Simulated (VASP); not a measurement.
# Ti (P-3m1) in VASP: single point with r2SCAN

Aim: the single point of Ti with r2SCAN.

Everything below comes from runs of VASP 6.6.1. Logs are shortened: lines on timing, memory, paths and dates and some standing lists are left out, and cuts for length are marked.

## Step 1: The cell of the first run

Symmetry: P-3m1, No. 164, trigonal system. Conventional cell: a = 2.923 Å, b = 2.923 Å, c = 11.744 Å, α = 90.00°, β = 90.00°, γ = 120.00°. Within 3.8 Å of Ti (site symmetry 3m) lie 12 Ti at 2.87 to 2.92 Å. Ti (site symmetry -3m) has 12 Ti at 2.90 to 2.92 Å within 3.8 Å. Within 3.8 Å of Ti (site symmetry 3m) lie 12 Ti at 2.87 to 2.92 Å.

## Step 2: Single point, r2SCAN

Input file POSCAR:

```
Ti
1.0
    2.9229361911      0.0000000000      0.0000000000
   -1.4614680956      2.5313369952      0.0000000000
    0.0000000000      0.0000000000     11.7444110057
Ti
5
Direct
    0.0000000000      0.0000000000     -0.0011849574
    0.3333333333      0.6666666667      0.2000000000
    0.6666666667      0.3333333333      0.4011849574
    0.0000000000      0.0000000000      0.5992993947
    0.6666666667      0.3333333333      0.8007006053
```

Input file INCAR.step1:

```
ALGO     = Normal         # electronic algorithm
EDIFF    = 1E-5           # SCF threshold, eV
ENCUT    = 550            # plane-wave cutoff, eV
GGA      = PE             # functional
GGA_COMPAT= False        
ISMEAR   = 0              # smearing method
LASPH    = True           # aspherical terms in the spheres
LCHARG   = False          # write CHGCAR
LREAL    = False          # projectors in reciprocal space
LWAVE    = True           # write WAVECAR
NBANDS   = 38             # bands
NELM     = 120            # most SCF steps
PREC     = Accurate       # precision mode
SIGMA    = 0.1            # smearing width, eV
```

Input file INCAR.step2:

```
ALGO     = Normal         # electronic algorithm
EDIFF    = 1E-6           # SCF threshold, eV
ENCUT    = 550            # plane-wave cutoff, eV
GGA_COMPAT= False        
ISIF     = 2              # what is computed and relaxed
ISMEAR   = 0              # smearing method
ISTART   = 1            
LASPH    = True           # aspherical terms in the spheres
LCHARG   = False          # write CHGCAR
LMIXTAU  = True         
LREAL    = False          # projectors in reciprocal space
LWAVE    = False          # write WAVECAR
METAGGA  = R2SCAN         # meta-GGA
NBANDS   = 38             # bands
NELM     = 120            # most SCF steps
PREC     = Accurate       # precision mode
SIGMA    = 0.1            # smearing width, eV
```

Input file KPOINTS:

```
k-points
0
Gamma
  18 18 4
```

Potentials or basis: VASP PAW PBE potentials, release 64 (Ti_sv).

Run with:

```console
$ cat potpaw_PBE.64/Ti_sv/POTCAR > POTCAR
$ cp INCAR.step1 INCAR
$ mpirun -np 1 vasp_std > vasp.out
$ cp INCAR.step2 INCAR
$ mpirun -np 1 vasp_std > vasp.out
```

OUTCAR:

```text
EDIFF = 1E-6
   ENCUT = 550
   ISIF = 2
   ISMEAR = 0
   ISTART = 1
   LASPH = True
   LREAL = False
   METAGGA = R2SCAN
   NELM = 120
   PREC = Accurate

 ion  position               nearest neighbor table
   1  0.000  0.000  0.999-   5 2.87   5 2.87   5 2.87   2 2.90   2 2.90   2 2.90
   2  0.333  0.667  0.200-   3 2.90   1 2.90   3 2.90   1 2.90   1 2.90   3 2.90
   3  0.667  0.333  0.401-   4 2.87   4 2.87   4 2.87   2 2.90   2 2.90   2 2.90
   4  0.000  0.000  0.599-   3 2.87   3 2.87   3 2.87   5 2.91   5 2.91   5 2.91
   5  0.667  0.333  0.801-   1 2.87   1 2.87   1 2.87   4 2.91   4 2.91   4 2.91

  LATTYP: Found a hexagonal cell.
 ALAT       =     2.9229361911
 C/A-ratio  =     4.0180182658

  Lattice vectors:

 A1 = (   2.9229361911,   0.0000000000,   0.0000000000)
 A2 = (  -1.4614680956,   2.5313369952,   0.0000000000)
 A3 = (   0.0000000000,   0.0000000000,  11.7444110057)

Analysis of symmetry for initial positions (statically):
=====================================================================
 Subroutine PRICEL returns:
 Original cell was already a primitive cell.

 Routine SETGRP: Setting up the symmetry group for a
 hexagonal supercell.

 Subroutine GETGRP returns: Found 12 space group operations
 (whereof  6 operations were pure point group operations)
 out of a pool of 24 trial point group operations.

The static configuration has the point symmetry C_3v.
 The point group associated with its full space group is D_3d.

Analysis of symmetry for dynamics (positions and initial velocities):
=====================================================================
 Subroutine PRICEL returns:
 Original cell was already a primitive cell.

 Routine SETGRP: Setting up the symmetry group for a
 hexagonal supercell.

 Subroutine GETGRP returns: Found 12 space group operations
 (whereof  6 operations were pure point group operations)
 out of a pool of 24 trial point group operations.

The dynamic configuration has the point symmetry C_3v.
 The point group associated with its full space group is D_3d.

 Subroutine INISYM returns: Found 12 space group operations
 (whereof  6 operations are pure point group operations),
 and found     1 'primitive' translations

----------------------------------------------------------------------------------------

                                     Primitive cell

  volume of cell :      86.8962

  direct lattice vectors                    reciprocal lattice vectors
     2.922936191  0.000000000  0.000000000     0.342121735  0.197524076  0.000000000
    -1.461468096  2.531336995  0.000000000     0.000000000  0.395048151  0.000000000
     0.000000000  0.000000000 11.744411006     0.000000000  0.000000000  0.085146884

  length of vectors
     2.922936191  2.922936191 11.744411006     0.395048151  0.395048151  0.085146884

  position of ions in fractional coordinates (direct lattice)
     0.000000000  0.000000000  0.998815043
     0.333333333  0.666666667  0.200000000
     0.666666667  0.333333333  0.401184957
     0.000000000  0.000000000  0.599299395
     0.666666667  0.333333333  0.800700605

  ion indices of the primitive-cell ions
   primitive index   ion index
                 1           1
                 2           2
                 3           3
                 4           4
                 5           5

----------------------------------------------------------------------------------------

 KPOINTS: k-points

Automatic generation of k-mesh.
 Grid dimensions read from file:
 generate k-points for:   18   18    4

 Generating k-lattice:

  Cartesian coordinates                     Fractional coordinates (reciprocal lattice)
     0.019006763  0.010973560  0.000000000     0.055555556  0.000000000  0.000000000
     0.000000000  0.021947120  0.000000000     0.000000000  0.055555556  0.000000000
     0.000000000  0.000000000  0.021286721     0.000000000  0.000000000  0.250000000

  Length of vectors
     0.021947120  0.021947120  0.021286721

  Shift w.r.t. Gamma in fractional coordinates (k-lattice)
     0.000000000  0.000000000  0.000000000

 Subroutine IBZKPT returns following result:
 ===========================================

 Found    138 irreducible k-points:

 Following reciprocal coordinates:
            Coordinates               Weight
  0.000000  0.000000  0.000000      1.000000
  0.055556  0.000000  0.000000      6.000000
  0.111111  0.000000  0.000000      6.000000
  0.166667  0.000000  0.000000      6.000000
  0.222222  0.000000  0.000000      6.000000
  0.277778  0.000000  0.000000      6.000000
[... 16 lines left out ...]
  0.333333  0.111111  0.000000     12.000000
  0.388889  0.111111  0.000000     12.000000
 [... further k-points ...]
   k-points           NKPTS =    138   k-points in BZ     NKDIM =    138   number of bands    NBANDS=     38
   number of dos      NEDOS =    301   number of ions     NIONS =      5
   total plane-waves  NPLWV =  51840
   dimension x,y,z NGX =    24 NGY =   24 NGZ =   90
   dimension x,y,z NGXF=    48 NGYF=   48 NGZF=  180
   ions per type =               5
   NGX,Y,Z   is equivalent  to a cutoff of  13.65, 13.65, 12.74 a.u.
   NGXF,Y,Z  is equivalent  to a cutoff of  27.30, 27.30, 25.48 a.u.
 SYSTEM =  unknown system
   PREC   = accura    normal or accurate (medium, high low for compatibility)
   ISTART =      1    job   : 0-new  1-cont  2-samecut
   ICHARG =      0    charge: 1-file 2-atom 10-const
   ISPIN  =      1    spin polarized calculation?
   LNONCOLLINEAR =      F non collinear calculations
   LSORBIT =      F    spin-orbit coupling
   LASPH  =      T    aspherical Exc in radial PAW
   ENCUT  =  550.0 eV  40.42 Ry    6.36 a.u.   5.59  5.59 22.46*2*pi/ulx,y,z
   NELM   =    120;   NELMIN=  2; NELMDL=  0     # of ELM steps
   EDIFF  = 0.1E-05   stopping-criterion for ELM
   LREAL  =      F    real-space projection
   EDIFFG = 0.1E-04   stopping-criterion for IOM
   NSW    =      0    number of steps for IOM
   IBRION =     -1    ionic relax: 0-MD 1-quasi-New 2-CG
   NFREE  =      0    steps in history (QN), initial steepest desc. (CG)
   ISIF   =      2    stress and relaxation
   ISYM   =      2    0-nonsym 1-usesym 2-fastsym
   POTIM  = 0.5000    time-step for ionic-motion
   TEBEG  =    0.0;   TEEND  =   0.0 temperature during run
   PSTRESS=    0.0 pullay stress
   NELECT =      60.0000    total number of electrons
   NUPDOWN=      -1.0000    fix difference up-down
   EMIN   =  10.00;   EMAX   =-10.00  energy-range for DOS
   EFERMI =   0.00;   METHOD = LEGACY
   ISMEAR =     0;   SIGMA  =   0.10  broadening in eV -4-tet -1-fermi 0-gaus
   EFERMI_NEDOS =   21; number of points for ismear=-14 and -15
   IALGO  =     38    algorithm
   IMIX   =      4    mixing-type and parameters
     AMIX     =   0.40;   BMIX     =  1.00
     AMIX_MAG =   1.60;   BMIX_MAG =  1.00
  volume/ion in A,a.u.               =      17.38       117.28
  Fermi-wavevector in a.u.,A,eV,Ry     =   1.446966  2.734370 28.486672  2.093711
  Thomas-Fermi vector in A             =   2.564975
   LORBIT       =      0    0 simple, 1 ext, 2 COOP (PROOUT), +10 PAW based schemes
   METAGGA = R2SCAN    functional components
   LHFCALC =     F    Hartree Fock is set to
   AEXX    =    0.0000 exact exchange contribution
   IVDW    =     0    specifies the selected vdW correction
   LEPSILON=     F    determine dielectric tensor
   LRPA    =     F    only Hartree local field effects (RPA)
 non-spin polarized calculation
 Gauss-broadening in eV      SIGMA  =   0.10
  energy-cutoff  :      550.00
  volume of cell :       86.90
 maximum number of plane-waves:      2588
 NGX is ok and might be reduce to    24
   NGX = 11   NGY = 11   NGZ = 45

 number of electron      59.9999988 magnetization

 Free energy of the ion-electron system (eV)
  ---------------------------------------------------
  ext. energy  EPLUGINS =         0.00000000
  ---------------------------------------------------
  free energy    TOTEN  =       -64.54433501 eV

  energy without entropy =      -64.51323954  energy(sigma->0) =      -64.52878727

 E-fermi :   8.2513     XC(G=0): -12.4047

 val. band max:        8.2510978559   @ k =   0.1667   0.1111   0.5000
 cond. band min:       8.2543185483   @ k =   0.2778   0.2778   0.0000
 fundamental gap:      0.0032206925
 Fermi energy:         8.2513106781

 k-point     1 :       0.0000    0.0000    0.0000
  band No.  band energies     occupation
      1     -50.8675      2.00000
      2     -50.8122      2.00000
      3     -50.7777      2.00000
      4     -50.7296      2.00000
      5     -50.6897      2.00000
      6     -26.3361      2.00000
[... 30 lines left out ...]
     37       9.4371      0.00000
     38       9.4371      0.00000

 k-point     2 :       0.0556    0.0000    0.0000
  band No.  band energies     occupation
      1     -50.8643      2.00000
      2     -50.8097      2.00000
      3     -50.7750      2.00000
      4     -50.7278      2.00000
      5     -50.6880      2.00000
      6     -26.3306      2.00000
[... 30 lines left out ...]
     37       9.4389      0.00000
     38       9.4937      0.00000

 k-point     3 :       0.1111    0.0000    0.0000
  band No.  band energies     occupation
      1     -50.8553      2.00000
      2     -50.8025      2.00000
      3     -50.7669      2.00000
      4     -50.7225      2.00000
      5     -50.6831      2.00000
      6     -26.3147      2.00000
[... 30 lines left out ...]
     37       9.4784      0.00000
     38       9.5418      0.00000

 k-point     4 :       0.1667    0.0000    0.0000
  band No.  band energies     occupation
      1     -50.8413      2.00000
      2     -50.7915      2.00000
      3     -50.7545      2.00000
      4     -50.7145      2.00000
      5     -50.6758      2.00000
      6     -26.2903      2.00000
[... 30 lines left out ...]
     37       9.6834      0.00000
     38       9.6907      0.00000
[... 703 lines left out ...]
      4     -50.6821      2.00000
      5     -50.6488      2.00000
      6     -26.2291      2.00000
[... 30 lines left out ...]
     37       9.7710      0.00000
     38      10.5249      0.00000

 k-point    23 :       0.3333    0.1111    0.0000
  band No.  band energies     occupation
      1     -50.7655      2.00000
      2     -50.7393      2.00000
      3     -50.6871      2.00000
      4     -50.6748      2.00000
      5     -50.6439      2.00000
      6     -26.2659      2.00000
[... 30 lines left out ...]
     37       9.6507      0.00000
     38      10.7277      0.00000

 k-point    24 :       0.3889    0.1111    0.0000
  band No.  band energies     occupation
      1     -50.7547      2.00000
      2     -50.7342      2.00000
      3     -50.6776      2.00000
      4     -50.6700      2.00000
      5     -50.6413      2.00000
      6     -26.2975      2.00000
[... 30 lines left out ...]
     37       9.6661      0.00000
     38      10.8256      0.00000

 [... further k-points ...]
[... 5 lines left out ...]
  --------------------------------------------------------------------------------------
  -------------------------------------------------------------------------------------
  Total        0.2244587      0.2244587      0.2282535     -0.0000000     -0.0000000     -0.0000000
  in kB        4.1385330      4.1385330      4.2085023     -0.0000000     -0.0000000     -0.0000000
  external PRESSURE =       4.1618561 kB  Pullay stress =       0.0000000 kB

 VOLUME and BASIS-vectors are now :
 -----------------------------------------------------------------------------
  energy-cutoff  :      550.00
  volume of cell :       86.90
      direct lattice vectors                 reciprocal lattice vectors
     2.922936191  0.000000000  0.000000000     0.342121735  0.197524076  0.000000000
    -1.461468096  2.531336995  0.000000000     0.000000000  0.395048151  0.000000000
     0.000000000  0.000000000 11.744411006     0.000000000  0.000000000  0.085146884

 POSITION                                       TOTAL-FORCE (eV/Angst)
 -----------------------------------------------------------------------------------
      0.00000      0.00000     11.73049        -0.000000     -0.000000     -0.005295
     -0.00000      1.68756      2.34888         0.000000      0.000000     -0.000000
      1.46147      0.84378      4.71168         0.000000      0.000000      0.005295
      0.00000      0.00000      7.03842        -0.000000      0.000000     -0.005268
      1.46147      0.84378      9.40376        -0.000000     -0.000000      0.005268
 -----------------------------------------------------------------------------------
    total drift:                               -0.000000      0.000000     -0.000000

  FREE ENERGIE OF THE ION-ELECTRON SYSTEM (eV)
  ---------------------------------------------------
  free  energy   TOTEN  =       -64.5443350081 eV

  energy  without entropy=      -64.5132395377  energy(sigma->0) =      -64.52878727
```

Wall time 23 min (1 thread of AMD EPYC 9R45 (Zen 5), shared host); peak memory 0.43 GiB.

What came out:

```
Free energy            : -64.5443 eV
Pressure               : 0.4 GPa
Largest force          : 0.005 eV/Å
Band gap on the k mesh : zero (bands 30 and 31 overlap by 1.31 eV)
```

Forces on the atoms (eV/Å):
```
Ti   0.000  0.000 -0.005
Ti   0.000  0.000  0.000
Ti   0.000  0.000  0.005
Ti   0.000  0.000 -0.005
Ti   0.000  0.000  0.005
```

Caveat: the PAW data sets were made with another functional, which shifts forces and pressure a little.
